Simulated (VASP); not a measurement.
# Si2Ni (ae) (Fm-3m) in VASP: single point with PBEsol

Aim: the single point of Si2Ni (ae) with PBEsol.

Everything below comes from runs of VASP 6.6.1. Logs are shortened: lines on timing, memory, paths and dates and some standing lists are left out, and cuts for length are marked.

**1. The cell of the first run**

Symmetry: Fm-3m, No. 225, cubic system. Conventional cell: a = 5.391 Å, b = 5.391 Å, c = 5.391 Å, α = 90.00°, β = 90.00°, γ = 90.00°. Within 3.1 Å of Si (site symmetry -43m) lie 4 Ni at 2.33 Å and 6 Si at 2.70 Å. Ni (site symmetry m-3m) has 8 Si at 2.33 Å within 3.1 Å.

**2. Single point, PBEsol**

The input, INCAR:

```
PREC = Accurate ; ENCUT = 600
EDIFF = 1E-6 ; ISMEAR = 0
SIGMA = 0.1 ; LREAL = False
LASPH = True ; NELM = 120
ALGO = Normal ; ISIF = 2
LWAVE = False ; LCHARG = False
GGA = PS ; NBANDS = 16
GGA_COMPAT = False
```

The input, KPOINTS:

```
Automatic mesh
0
Gamma
  14 14 14
```

The input, POSCAR:

```
Si2Ni
1.0
    0.0000000000      2.6956024029      2.6956024029
    2.6956024029      0.0000000000      2.6956024029
    2.6956024029      2.6956024029      0.0000000000
Si Ni
2 1
Direct
    0.2500000000      0.2500000000      0.2500000000
    0.7500000000      0.7500000000      0.7500000000
    0.0000000000      0.0000000000      0.0000000000
```

Potentials or basis: VASP PAW PBE potentials, release 64 (Si, Ni).

Run with:

```sh
$ cat potpaw_PBE.64/Si/POTCAR potpaw_PBE.64/Ni/POTCAR > POTCAR
$ mpirun -np 1 vasp_std > vasp.out
```

OUTCAR:

```text
PREC = Accurate
   ENCUT = 600
   EDIFF = 1E-6
   ISMEAR = 0
   LREAL = False
   LASPH = True
   NELM = 120
   ISIF = 2
   GGA = PS

 ion  position               nearest neighbor table
   1  0.250  0.250  0.250-   3 2.33   3 2.33   3 2.33   3 2.33   2 2.70   2 2.70   2 2.70   2 2.70
                             2 2.70   2 2.70
   2  0.750  0.750  0.750-   3 2.33   3 2.33   3 2.33   3 2.33   1 2.70   1 2.70   1 2.70   1 2.70
                             1 2.70   1 2.70
   3  0.000  0.000  0.000-   2 2.33   2 2.33   2 2.33   1 2.33   2 2.33   1 2.33   1 2.33   1 2.33

  LATTYP: Found a face centered cubic cell.
 ALAT       =     5.3912048058

  Lattice vectors:

 A1 = (   0.0000000000,   2.6956024029,   2.6956024029)
 A2 = (   2.6956024029,   0.0000000000,   2.6956024029)
 A3 = (   2.6956024029,   2.6956024029,   0.0000000000)

Analysis of symmetry for initial positions (statically):
=====================================================================
 Subroutine PRICEL returns:
 Original cell was already a primitive cell.

 Routine SETGRP: Setting up the symmetry group for a
 face centered cubic supercell.

 Subroutine GETGRP returns: Found 48 space group operations
 (whereof 48 operations were pure point group operations)
 out of a pool of 48 trial point group operations.

The static configuration has the point symmetry O_h .

Analysis of symmetry for dynamics (positions and initial velocities):
=====================================================================
 Subroutine PRICEL returns:
 Original cell was already a primitive cell.

 Routine SETGRP: Setting up the symmetry group for a
 face centered cubic supercell.

 Subroutine GETGRP returns: Found 48 space group operations
 (whereof 48 operations were pure point group operations)
 out of a pool of 48 trial point group operations.

The dynamic configuration has the point symmetry O_h .

 Subroutine INISYM returns: Found 48 space group operations
 (whereof 48 operations are pure point group operations),
 and found     1 'primitive' translations

----------------------------------------------------------------------------------------

                                     Primitive cell

  volume of cell :      39.1740

  direct lattice vectors                    reciprocal lattice vectors
     0.000000000  2.695602403  2.695602403    -0.185487296  0.185487296  0.185487296
     2.695602403  0.000000000  2.695602403     0.185487296 -0.185487296  0.185487296
[... 87 lines left out ...]
   EDIFF  = 0.1E-05   stopping-criterion for ELM
   LREAL  =      F    real-space projection
   EDIFFG = 0.1E-04   stopping-criterion for IOM
   NSW    =      0    number of steps for IOM
   IBRION =     -1    ionic relax: 0-MD 1-quasi-New 2-CG
   NFREE  =      0    steps in history (QN), initial steepest desc. (CG)
   ISIF   =      2    stress and relaxation
   ISYM   =      2    0-nonsym 1-usesym 2-fastsym
   POTIM  = 0.5000    time-step for ionic-motion
   TEBEG  =    0.0;   TEEND  =   0.0 temperature during run
   PSTRESS=    0.0 pullay stress
   NELECT =      18.0000    total number of electrons
   NUPDOWN=      -1.0000    fix difference up-down
   EMIN   =  10.00;   EMAX   =-10.00  energy-range for DOS
   EFERMI =   0.00;   METHOD = LEGACY
   ISMEAR =     0;   SIGMA  =   0.10  broadening in eV -4-tet -1-fermi 0-gaus
   EFERMI_NEDOS =   21; number of points for ismear=-14 and -15
   IALGO  =     38    algorithm
   IMIX   =      4    mixing-type and parameters
     AMIX     =   0.40;   BMIX     =  1.00
     AMIX_MAG =   1.60;   BMIX_MAG =  1.00
  volume/ion in A,a.u.               =      13.06        88.12
  Fermi-wavevector in a.u.,A,eV,Ry     =   1.263281  2.387254 21.713237  1.595878
  Thomas-Fermi vector in A             =   2.396646
   LORBIT       =      0    0 simple, 1 ext, 2 COOP (PROOUT), +10 PAW based schemes
   GGA     = PS    functional components
   LHFCALC =     F    Hartree Fock is set to
   AEXX    =    0.0000 exact exchange contribution
   IVDW    =     0    specifies the selected vdW correction
   LEPSILON=     F    determine dielectric tensor
   LRPA    =     F    only Hartree local field effects (RPA)
 non-spin polarized calculation
 Gauss-broadening in eV      SIGMA  =   0.10
  energy-cutoff  :      600.00
  volume of cell :       39.17
 maximum number of plane-waves:      1326
   NGX = 15   NGY = 15   NGZ = 15

 number of electron      17.9999991 magnetization

 Free energy of the ion-electron system (eV)
  ---------------------------------------------------
  ext. energy  EPLUGINS =         0.00000000
  ---------------------------------------------------
  free energy    TOTEN  =       -18.98364190 eV

  energy without entropy =      -18.97928863  energy(sigma->0) =      -18.98146527

 E-fermi :  10.5314     XC(G=0): -11.7358

 val. band max:       10.4763456844   @ k =  -0.0714   0.0714   0.0000
 cond. band min:      10.5570358699   @ k =  -0.2143   0.1429   0.0000
 fundamental gap:      0.0806901856
 Fermi energy:        10.5313531161

 k-point     1 :       0.0000    0.0000    0.0000
  band No.  band energies     occupation
      1      -3.4482      2.00000
      2       5.2175      2.00000
      3       5.2175      2.00000
      4       5.2175      2.00000
      5       6.9233      2.00000
      6       6.9233      2.00000
[... 433 lines left out ...]
      3       5.3806      2.00000
      4       5.4225      2.00000
      5       6.3867      2.00000
      6       7.0559      2.00000
[... 8 lines left out ...]
     15      17.5588      0.00000
     16      17.8046      0.00000

 [... further k-points ...]

------------------------ aborting loop because EDIFF is reached ----------------------------------------

  FORCE on cell =-STRESS in cart. coord.  units (eV):
  Direction    XX          YY          ZZ          XY          YZ          ZX
  --------------------------------------------------------------------------------------
  -------------------------------------------------------------------------------------
  Total        0.0144572      0.0144572      0.0144572     -0.0000000     -0.0000000      0.0000000
  in kB        0.5912868      0.5912868      0.5912868     -0.0000000     -0.0000000      0.0000000
  external PRESSURE =       0.5912868 kB  Pullay stress =       0.0000000 kB

 VOLUME and BASIS-vectors are now :
 -----------------------------------------------------------------------------
  energy-cutoff  :      600.00
  volume of cell :       39.17
      direct lattice vectors                 reciprocal lattice vectors
     0.000000000  2.695602403  2.695602403    -0.185487296  0.185487296  0.185487296
     2.695602403  0.000000000  2.695602403     0.185487296 -0.185487296  0.185487296
     2.695602403  2.695602403  0.000000000     0.185487296  0.185487296 -0.185487296

 POSITION                                       TOTAL-FORCE (eV/Angst)
 -----------------------------------------------------------------------------------
      1.34780      1.34780      1.34780         0.000000      0.000000      0.000000
      4.04340      4.04340      4.04340        -0.000000     -0.000000     -0.000000
      0.00000      0.00000      0.00000        -0.000000     -0.000000     -0.000000
 -----------------------------------------------------------------------------------
    total drift:                                0.000000     -0.000000     -0.000000

  FREE ENERGIE OF THE ION-ELECTRON SYSTEM (eV)
  ---------------------------------------------------
  free  energy   TOTEN  =       -18.9836419004 eV

  energy  without entropy=      -18.9792886335  energy(sigma->0) =      -18.98146527
```

OSZICAR:

```text
N       E                     dE             d eps       ncg     rms          rms(c)
DAV:   1     0.696189818580E+02    0.69619E+02   -0.85652E+03  3352   0.129E+03
DAV:   2    -0.173945487437E+02   -0.87014E+02   -0.79622E+02  3568   0.231E+02
DAV:   3    -0.212054696170E+02   -0.38109E+01   -0.37241E+01  4392   0.522E+01
DAV:   4    -0.212657003246E+02   -0.60231E-01   -0.60204E-01  3784   0.606E+00
DAV:   5    -0.212672380488E+02   -0.15377E-02   -0.15376E-02  4392   0.104E+00    0.173E+01
DAV:   6    -0.262770476447E+02   -0.50098E+01   -0.44997E+01  3472   0.157E+02    0.256E+01
DAV:   7    -0.191531016115E+02    0.71239E+01   -0.13325E+01  4160   0.966E+01    0.396E+00
DAV:   8    -0.190323689701E+02    0.12073E+00   -0.17628E+00  4536   0.213E+01    0.267E+00
DAV:   9    -0.189859607244E+02    0.46408E-01   -0.26405E-01  4104   0.885E+00    0.660E-01
DAV:  10    -0.189838107316E+02    0.21500E-02   -0.89821E-03  4728   0.179E+00    0.302E-01
DAV:  11    -0.189836296556E+02    0.18108E-03   -0.94874E-04  4928   0.335E-01    0.479E-02
DAV:  12    -0.189836459306E+02   -0.16275E-04   -0.41967E-05  4104   0.654E-02    0.250E-02
DAV:  13    -0.189836419244E+02    0.40063E-05   -0.14089E-05  4184   0.894E-02    0.655E-03
DAV:  14    -0.189836419004E+02    0.24028E-07   -0.10200E-06  2344   0.938E-03
   1 F= -.18983642E+02 E0= -.18981465E+02  d E =-.435327E-02
```

Wall time 77 s (1 thread of Intel Xeon Platinum 8488C (Sapphire Rapids), shared host); peak memory 0.22 GiB.

Results:

```
Free energy            : -18.9836 eV
Pressure               : 0.1 GPa
Band gap on the k mesh : zero (band 9 reaches 12.21 eV, above the bottom of band 10 at 10.08 eV)
```

Caveat: the PAW data sets were made with another functional, which shifts forces and pressure a little.
